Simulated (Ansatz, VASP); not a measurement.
**One calculation of Cd2S, two programs**

INCAR

```
PREC     = Accurate       # precision mode
ENCUT    = 520            # plane-wave cutoff, eV
EDIFF    = 1E-6           # SCF threshold, eV
ISMEAR   = 0              # smearing method
SIGMA    = 0.2            # smearing width, eV
LREAL    = F              # projectors in reciprocal space
LASPH    = T              # aspherical terms in the spheres
NELM     = 80             # most SCF steps
ALGO     = Normal         # electronic algorithm
ISIF     = 2              # what is computed and relaxed
LWAVE    = F              # write WAVECAR
LCHARG   = F              # write CHGCAR
GGA      = PE             # functional
NBANDS   = 39             # bands
```

File KPOINTS:

```
Automatic mesh
0
Gamma
  6 4 4
```

File POSCAR:

```
Cd2S
1.0
   -1.9004581738      3.2916901147      0.0000000000
    0.0000000000      0.0000000000      5.4119146225
    5.7013745214      3.2916901147      0.0000000000
Cd S
4 2
Direct
    1.0000000000      0.6987820381      0.3333333333
    0.5000000000      0.6987820381      0.8333333333
    0.5000000000      0.3012179619      0.1666666667
    1.0000000000      0.3012179619      0.6666666667
    0.5000000000      0.0000000000      0.5000000000
    1.0000000000      0.0000000000      0.0000000000
```

Input for Ansatz:

```yaml
crystal:
  lattice:
    - [-1.9004581738, 3.2916901147, 0.0]
    - [0.0, 0.0, 5.4119146225]
    - [5.7013745214, 3.2916901147, 0.0]
  atoms:
    - { symbol: Cd, position: [1.0, 0.6987820381, 0.3333333333] }
    - { symbol: Cd, position: [0.5, 0.6987820381, 0.8333333333] }
    - { symbol: Cd, position: [0.5, 0.3012179619, 0.1666666667] }
    - { symbol: Cd, position: [1.0, 0.3012179619, 0.6666666667] }
    - { symbol: S, position: [0.5, 0.0, 0.5] }
    - { symbol: S, position: [1.0, 0.0, 0.0] }
basis:
  ecutwfc: 420
kpoints:
  mp_grid: { grid: [6, 4, 4] }
hamiltonian:
  xc: pbe
scf:
  occupations: { method: gaussian, width: 0.2 }
  lower_state_search: "off"
output:
  forces: true
  stress: true
  eigenvalues: true
```

Alike in both runs: task single point; functional PBE; k mesh 6 × 4 × 4; occupations gaussian, width 0.2 eV; no spin polarisation.

|  | VASP | Ansatz |
| --- | --- | --- |
| version | VASP 6.6.1 | Ansatz 0.2.0 |
| potentials or method | VASP PAW PBE potentials, release 64 (Cd, S), cutoff 520 eV | scalar-relativistic, plane waves, PAW |
| valence electrons in the cell | 60 | 92 |

VASP gave:

```
gap on the k mesh at the Fermi level (eV)                     : none
pressure (GPa)                                                : 0.3
traceless stress, the component that is largest in VASP (GPa) : -0.15
rms of the force components (eV/Å)                            : 0.012
```

What did Ansatz give for the same quantities?

gap on the k mesh at the Fermi level (eV): none; pressure (GPa): 0.0; traceless stress, the component that is largest in VASP (GPa): -0.15; rms of the force components (eV/Å): 0.005.

Atom by atom the forces differ by 0.007 eV/Å (rms over components). A gap of «none» marks a metal or a gap that the smearing closes. VASP's potentials hold 60 valence electrons a cell and Ansatz's 92, so a difference there can come from the potentials and not from the codes.
